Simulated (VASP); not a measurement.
# Fe (Fd-3m) in VASP: a series of runs, part 2 of 2

VASP 6.6.1. Earlier steps stand in the parts before.

**3. Single point, PBE, collinear spin, antiferromagnetic start (volume scaled by 0.88)**

File INCAR:

```
  ALGO = Normal
  EDIFF = 1E-7
  ENCUT = 520
  GGA = PE
  ISIF = 2
  ISMEAR = -1
  ISPIN = 2
  LASPH = T
  LCHARG = F
  LMAXMIX = 4
  LORBIT = 11
  LREAL = F
  LWAVE = F
  MAGMOM = 2.5 -2.5
  NBANDS = 19
  NELM = 150
  PREC = Accurate
  SIGMA = 0.05
```

File KPOINTS:

```
k-points
0
Gamma
  13 13 13
```

File POSCAR:

```
Fe
1.0
    0.0000000000      2.3350221640      2.3350221640
    2.3350221640      0.0000000000      2.3350221640
    2.3350221640      2.3350221640      0.0000000000
Fe
2
Direct
    0.1250000000      0.1250000000      0.1250000000
    0.8750000000      0.8750000000      0.8750000000
```

Potentials or basis: VASP PAW PBE potentials, release 64 (Fe).

On the command line:

```console
$ cat potpaw_PBE.64/Fe/POTCAR > POTCAR
$ mpirun -np 1 vasp_std > vasp.out
```

OUTCAR:

```text
EDIFF = 1E-7
   ENCUT = 520
   GGA = PE
   ISIF = 2
   ISMEAR = -1
   ISPIN = 2
   LASPH = T
   LORBIT = 11
   LREAL = F
   NELM = 150
   PREC = Accurate

 ion  position               nearest neighbor table
   1  0.125  0.125  0.125-   2 2.02   2 2.02   2 2.02   2 2.02
   2  0.875  0.875  0.875-   1 2.02   1 2.02   1 2.02   1 2.02

  LATTYP: Found a face centered cubic cell.
 ALAT       =     4.6700443280

  Lattice vectors:

 A1 = (   0.0000000000,   2.3350221640,   2.3350221640)
 A2 = (   2.3350221640,   0.0000000000,   2.3350221640)
 A3 = (   2.3350221640,   2.3350221640,   0.0000000000)

Analysis of symmetry for initial positions (statically):
=====================================================================
 Subroutine PRICEL returns:
 Original cell was already a primitive cell.

 Routine SETGRP: Setting up the symmetry group for a
 face centered cubic supercell.

 Subroutine GETGRP returns: Found 48 space group operations
 (whereof 12 operations were pure point group operations)
 out of a pool of 48 trial point group operations.

The static configuration has the point symmetry D_3d.
 The point group associated with its full space group is O_h .

Analysis of symmetry for dynamics (positions and initial velocities):
=====================================================================
 Subroutine PRICEL returns:
 Original cell was already a primitive cell.

 Routine SETGRP: Setting up the symmetry group for a
 face centered cubic supercell.

 Subroutine GETGRP returns: Found 48 space group operations
 (whereof 12 operations were pure point group operations)
 out of a pool of 48 trial point group operations.

The dynamic configuration has the point symmetry D_3d.
 The point group associated with its full space group is O_h .

Analysis of structural, dynamic, and magnetic symmetry:
=====================================================================
 Subroutine PRICEL returns:
 Original cell was already a primitive cell.

 Routine SETGRP: Setting up the symmetry group for a
 face centered cubic supercell.
[... 145 lines left out ...]

 number of electron      16.0000003 magnetization      -0.0000000

 Free energy of the ion-electron system (eV)
  ---------------------------------------------------
  ext. energy  EPLUGINS =         0.00000000
  ---------------------------------------------------
  free energy    TOTEN  =       -13.79656147 eV

  energy without entropy =      -13.77959275  energy(sigma->0) =      -13.78807711

 E-fermi :   4.7506     XC(G=0): -12.1849

 val. band max:        4.7271960382   @ k =   0.3846   0.3846   0.0000
 cond. band min:       4.7650949562   @ k =   0.3846   0.0000   0.0000
 fundamental gap:      0.0378989180
 Fermi energy:         4.7506106886

 spin component 1

 k-point     1 :       0.0000    0.0000    0.0000
  band No.  band energies     occupation
      1      -2.5276      1.00000
      2       1.4854      1.00000
      3       1.4854      1.00000
      4       1.9482      1.00000
      5       1.9482      1.00000
      6       1.9482      1.00000
[... 517 lines left out ...]
     18      24.6126      0.00000
     19      27.0984      0.00000

 [... further k-points ...]

 spin component 2

 k-point     1 :       0.0000    0.0000    0.0000
  band No.  band energies     occupation
      1      -2.5276      1.00000
      2       1.4854      1.00000
      3       1.4854      1.00000
      4       1.9482      1.00000
      5       1.9482      1.00000
      6       1.9482      1.00000
[... 517 lines left out ...]
     18      24.6126      0.00000
     19      27.0984      0.00000

 [... further k-points ...]
[... 5 lines left out ...]
  --------------------------------------------------------------------------------------
  -------------------------------------------------------------------------------------
  Total        3.6744521      3.6744521      3.6744521     -0.0000000      0.0000000      0.0000000
  in kB      231.2065598    231.2065598    231.2065598     -0.0000000      0.0000000      0.0000000
  external PRESSURE =     231.2065598 kB  Pullay stress =       0.0000000 kB

 VOLUME and BASIS-vectors are now :
 -----------------------------------------------------------------------------
  energy-cutoff  :      520.00
  volume of cell :       25.46
      direct lattice vectors                 reciprocal lattice vectors
     0.000000000  2.335022164  2.335022164    -0.214130730  0.214130730  0.214130730
     2.335022164  0.000000000  2.335022164     0.214130730 -0.214130730  0.214130730
     2.335022164  2.335022164  0.000000000     0.214130730  0.214130730 -0.214130730

 POSITION                                       TOTAL-FORCE (eV/Angst)
 -----------------------------------------------------------------------------------
      0.58376      0.58376      0.58376        -0.000000      0.000000     -0.000000
      4.08629      4.08629      4.08629         0.000000     -0.000000      0.000000
 -----------------------------------------------------------------------------------
    total drift:                                0.000000     -0.000000     -0.000000

  FREE ENERGIE OF THE ION-ELECTRON SYSTEM (eV)
  ---------------------------------------------------
  free  energy   TOTEN  =       -13.7965614748 eV

  energy  without entropy=      -13.7795927540  energy(sigma->0) =      -13.78807711

 total charge

# of ion       s       p       d       tot
------------------------------------------
    1        0.633   0.517   6.600   7.750
    2        0.633   0.517   6.600   7.750
--------------------------------------------------
tot          1.267   1.034  13.199  15.500

 magnetization (x)

# of ion       s       p       d       tot
------------------------------------------
    1        0.000   0.000   0.000   0.000
    2       -0.000  -0.000  -0.000  -0.000
--------------------------------------------------
tot          0.000   0.000   0.000   0.000
```

stdout:

```text
POSCAR found type information on POSCAR Fe
 POSCAR found :  1 types and       2 ions
 scaLAPACK will be used
 LDA part: xc-table for (Slater+PW92), standard interpolation
 POSCAR, INCAR and KPOINTS ok, starting setup
 FFT: planning ... GRIDC
 FFT: planning ... GRID_SOFT
 FFT: planning ... GRID
 WAVECAR not read
 entering main loop
```

Run time: 1.9 min. Hardware: 1 thread of Intel Xeon 6975P-C, shared host; peak memory 0.21 GiB.

Results:

* Free energy: -13.7966 eV
* Pressure: 23.1 GPa
* Band gap on the k mesh: zero (filled and empty bands overlap)
* Net moment: 0.00 μB per cell
* Valence electrons inside the program's atomic spheres: Fe 7.75

Caveat: the starting moments collapsed, and a magnetic state may lie lower.
